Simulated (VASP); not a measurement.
# CO2 in VASP: single point with r2SCAN

Aim: the single point of CO2 with r2SCAN.

All numbers are computed with VASP 6.6.1; they aren't measurements. Logs are shortened: lines on timing, memory, paths and dates and some standing lists are left out, and cuts for length are marked.

### Step 1. The cell of the first run

The cell holds a molecule in a box, 3 atoms: a = 12.000 Å, b = 12.000 Å, c = 12.000 Å, α = 90.00°, β = 90.00°, γ = 90.00°.

### Step 2. Single point, r2SCAN

POSCAR reads:

```
CO2
1.0
   12.0000000000      0.0000000000      0.0000000000
    0.0000000000     12.0000000000      0.0000000000
    0.0000000000      0.0000000000     12.0000000000
C O
1 2
Direct
    0.5000000000      0.5000000000      0.5000000000
    0.5000000000      0.5000000000      0.5966666667
    0.5000000000      0.5000000000      0.4033333333
```

INCAR.step1 reads:

```
PREC = Accurate
ENCUT = 1100
ISMEAR = 0
SIGMA = 0.01
LREAL = F
LASPH = T
NELM = 120
NBANDS = 15
GGA = PE
ALGO = Normal
EDIFF = 1E-5
LWAVE = T
LCHARG = F
GGA_COMPAT = F
NELMDL = -8
```

INCAR.step2 reads:

```
PREC = Accurate
ENCUT = 1100
EDIFF = 1E-6
ISMEAR = 0
SIGMA = 0.01
LREAL = F
LASPH = T
NELM = 120
ALGO = Normal
ISIF = 2
LWAVE = F
LCHARG = F
METAGGA = R2SCAN
LMIXTAU = T
NBANDS = 15
ISTART = 1
GGA_COMPAT = F
```

KPOINTS reads:

```
regular mesh
0
Gamma
  1 1 1
```

Potentials or basis: VASP PAW PBE potentials, release 64 (C_h, O_h).

On the command line:

```
cat potpaw_PBE.64/C_h/POTCAR potpaw_PBE.64/O_h/POTCAR > POTCAR
cp INCAR.step1 INCAR
mpirun -np 1 vasp_gam > vasp.out
cp INCAR.step2 INCAR
mpirun -np 1 vasp_gam > vasp.out
```

OUTCAR:

```text
PREC = Accurate
   ENCUT = 1100
   EDIFF = 1E-6
   ISMEAR = 0
   LREAL = F
   LASPH = T
   NELM = 120
   ISIF = 2
   METAGGA = R2SCAN
   ISTART = 1

 ion  position               nearest neighbor table
   1  0.500  0.500  0.500-   2 1.16   3 1.16
   2  0.500  0.500  0.597-   1 1.16
   3  0.500  0.500  0.403-   1 1.16

  LATTYP: Found a simple cubic cell.
 ALAT       =    12.0000000000

  Lattice vectors:

 A1 = (  12.0000000000,   0.0000000000,   0.0000000000)
 A2 = (   0.0000000000,  12.0000000000,   0.0000000000)
 A3 = (   0.0000000000,   0.0000000000,  12.0000000000)

Analysis of symmetry for initial positions (statically):
=====================================================================
 Subroutine PRICEL returns:
 Original cell was already a primitive cell.

 Routine SETGRP: Setting up the symmetry group for a
 simple cubic supercell.

 Subroutine GETGRP returns: Found 16 space group operations
 (whereof 16 operations were pure point group operations)
 out of a pool of 48 trial point group operations.

The static configuration has the point symmetry D_4h.

Analysis of symmetry for dynamics (positions and initial velocities):
=====================================================================
 Subroutine PRICEL returns:
 Original cell was already a primitive cell.

 Routine SETGRP: Setting up the symmetry group for a
 simple cubic supercell.

 Subroutine GETGRP returns: Found 16 space group operations
 (whereof 16 operations were pure point group operations)
 out of a pool of 48 trial point group operations.

The dynamic configuration has the point symmetry D_4h.

 Subroutine INISYM returns: Found 16 space group operations
 (whereof 16 operations are pure point group operations),
 and found     1 'primitive' translations

----------------------------------------------------------------------------------------

                                     Primitive cell

  volume of cell :    1728.0000

  direct lattice vectors                    reciprocal lattice vectors
    12.000000000  0.000000000  0.000000000     0.083333333  0.000000000  0.000000000
     0.000000000 12.000000000  0.000000000     0.000000000  0.083333333  0.000000000
     0.000000000  0.000000000 12.000000000     0.000000000  0.000000000  0.083333333

  length of vectors
    12.000000000 12.000000000 12.000000000     0.083333333  0.083333333  0.083333333

  position of ions in fractional coordinates (direct lattice)
     0.500000000  0.500000000  0.500000000
     0.500000000  0.500000000  0.596666667
     0.500000000  0.500000000  0.403333333

  ion indices of the primitive-cell ions
   primitive index   ion index
                 1           1
                 2           2
                 3           3

----------------------------------------------------------------------------------------

 KPOINTS: regular mesh

Automatic generation of k-mesh.
 Grid dimensions read from file:
 generate k-points for:    1    1    1

 Generating k-lattice:

  Cartesian coordinates                     Fractional coordinates (reciprocal lattice)
     0.083333333  0.000000000  0.000000000     1.000000000  0.000000000  0.000000000
     0.000000000  0.083333333  0.000000000     0.000000000  1.000000000  0.000000000
     0.000000000  0.000000000  0.083333333     0.000000000  0.000000000  1.000000000

  Length of vectors
     0.083333333  0.083333333  0.083333333

  Shift w.r.t. Gamma in fractional coordinates (k-lattice)
     0.000000000  0.000000000  0.000000000

 Subroutine IBZKPT returns following result:
 ===========================================

 Found      1 irreducible k-points:

 Following reciprocal coordinates:
            Coordinates               Weight
  0.000000  0.000000  0.000000      1.000000
   k-points           NKPTS =      1   k-points in BZ     NKDIM =      1   number of bands    NBANDS=     15
   number of dos      NEDOS =    301   number of ions     NIONS =      3
   total plane-waves  NPLWV = ******
   dimension x,y,z NGX =   140 NGY =  140 NGZ =  140
   dimension x,y,z NGXF=   280 NGYF=  280 NGZF=  280
   ions per type =               1   2
   NGX,Y,Z   is equivalent  to a cutoff of  19.40, 19.40, 19.40 a.u.
   NGXF,Y,Z  is equivalent  to a cutoff of  38.79, 38.79, 38.79 a.u.
 SYSTEM =  unknown system
   PREC   = accura    normal or accurate (medium, high low for compatibility)
   ISTART =      1    job   : 0-new  1-cont  2-samecut
   ICHARG =      0    charge: 1-file 2-atom 10-const
   ISPIN  =      1    spin polarized calculation?
   LNONCOLLINEAR =      F non collinear calculations
   LSORBIT =      F    spin-orbit coupling
   LASPH  =      T    aspherical Exc in radial PAW
   ENCUT  = 1100.0 eV  80.85 Ry    8.99 a.u.  32.45 32.45 32.45*2*pi/ulx,y,z
   NELM   =    120;   NELMIN=  2; NELMDL=  0     # of ELM steps
   EDIFF  = 0.1E-05   stopping-criterion for ELM
   LREAL  =      F    real-space projection
   EDIFFG = 0.1E-04   stopping-criterion for IOM
   NSW    =      0    number of steps for IOM
   IBRION =     -1    ionic relax: 0-MD 1-quasi-New 2-CG
   NFREE  =      0    steps in history (QN), initial steepest desc. (CG)
   ISIF   =      2    stress and relaxation
   ISYM   =      2    0-nonsym 1-usesym 2-fastsym
   POTIM  = 0.5000    time-step for ionic-motion
   TEBEG  =    0.0;   TEEND  =   0.0 temperature during run
   PSTRESS=    0.0 pullay stress
   NELECT =      16.0000    total number of electrons
   NUPDOWN=      -1.0000    fix difference up-down
   EMIN   =  10.00;   EMAX   =-10.00  energy-range for DOS
   EFERMI =   0.00;   METHOD = LEGACY
   ISMEAR =     0;   SIGMA  =   0.01  broadening in eV -4-tet -1-fermi 0-gaus
   EFERMI_NEDOS =   21; number of points for ismear=-14 and -15
   IALGO  =     38    algorithm
   IMIX   =      4    mixing-type and parameters
     AMIX     =   0.40;   BMIX     =  1.00
     AMIX_MAG =   1.60;   BMIX_MAG =  1.00
  volume/ion in A,a.u.               =     576.00      3887.04
  Fermi-wavevector in a.u.,A,eV,Ry     =   0.343769  0.649630  1.607899  0.118177
  Thomas-Fermi vector in A             =   1.250223
   LORBIT       =      0    0 simple, 1 ext, 2 COOP (PROOUT), +10 PAW based schemes
   METAGGA = R2SCAN    functional components
   LHFCALC =     F    Hartree Fock is set to
   AEXX    =    0.0000 exact exchange contribution
   IVDW    =     0    specifies the selected vdW correction
   LEPSILON=     F    determine dielectric tensor
   LRPA    =     F    only Hartree local field effects (RPA)
 non-spin polarized calculation
 Gauss-broadening in eV      SIGMA  =   0.01
  energy-cutoff  :     1100.00
  volume of cell :     1728.00
 maximum number of plane-waves:     71737
 NGX is ok and might be reduce to   140
   NGX = 65   NGY = 65   NGZ = 65

 number of electron      15.9999998 magnetization

 Free energy of the ion-electron system (eV)
  ---------------------------------------------------
  ext. energy  EPLUGINS =         0.00000000
  ---------------------------------------------------
  free energy    TOTEN  =       -25.93696953 eV

  energy without entropy =      -25.93696953  energy(sigma->0) =      -25.93696953

 E-fermi :  -9.2265     XC(G=0):  -0.2930

 val. band max:       -9.2977940787   @ k =   0.0000   0.0000   0.0000
 cond. band min:      -0.2734948072   @ k =   0.0000   0.0000   0.0000
 fundamental gap:      9.0242992715
 Fermi energy:        -9.2265051667

 k-point     1 :       0.0000    0.0000    0.0000
  band No.  band energies     occupation
      1     -30.6055      2.00000
      2     -29.4994      2.00000
      3     -14.3578      2.00000
      4     -13.1105      2.00000
      5     -13.0760      2.00000
      6     -13.0760      2.00000
      7      -9.2978      2.00000
      8      -9.2978      2.00000
      9      -0.2735      0.00000
     10       0.2427      0.00000
     11       0.2427      0.00000
     12       0.5324      0.00000
     13       1.0825      0.00000
     14       1.0825      0.00000
     15       1.1494      0.00000

------------------------ aborting loop because EDIFF is reached ----------------------------------------

  FORCE on cell =-STRESS in cart. coord.  units (eV):
  Direction    XX          YY          ZZ          XY          YZ          ZX
  --------------------------------------------------------------------------------------
  -------------------------------------------------------------------------------------
  Total       -0.0350953     -0.0350953     -0.0058246      0.0000000      0.0000000      0.0000000
  in kB       -0.0325398     -0.0325398     -0.0054005      0.0000000      0.0000000      0.0000000
  external PRESSURE =      -0.0234934 kB  Pullay stress =       0.0000000 kB

 VOLUME and BASIS-vectors are now :
 -----------------------------------------------------------------------------
  energy-cutoff  :     1100.00
  volume of cell :     1728.00
      direct lattice vectors                 reciprocal lattice vectors
    12.000000000  0.000000000  0.000000000     0.083333333  0.000000000  0.000000000
     0.000000000 12.000000000  0.000000000     0.000000000  0.083333333  0.000000000
     0.000000000  0.000000000 12.000000000     0.000000000  0.000000000  0.083333333

 POSITION                                       TOTAL-FORCE (eV/Angst)
 -----------------------------------------------------------------------------------
      6.00000      6.00000      6.00000         0.000000      0.000000      0.000000
      6.00000      6.00000      7.16000        -0.000000     -0.000000      0.015649
      6.00000      6.00000      4.84000         0.000000     -0.000000     -0.015649
 -----------------------------------------------------------------------------------
    total drift:                                0.000000      0.000000      0.000000

  FREE ENERGIE OF THE ION-ELECTRON SYSTEM (eV)
  ---------------------------------------------------
  free  energy   TOTEN  =       -25.9369695275 eV

  energy  without entropy=      -25.9369695275  energy(sigma->0) =      -25.93696953
```

It took 17 min on 1 thread of Intel Xeon 6975P-C (Granite Rapids), shared host; peak memory 4.6 GiB.

What came out:

```yaml
Free_energy: -25.9370 eV
Largest_force: 0.016 eV/Å
Gap_between_the_frontier_levels: 9.02 eV
```

Forces on the atoms (eV/Å):
```
C    0.000  0.000  0.000
O    0.000  0.000  0.016
O    0.000  0.000 -0.016
```

Caveat: the PAW data sets were made with another functional, which shifts forces and pressure a little.
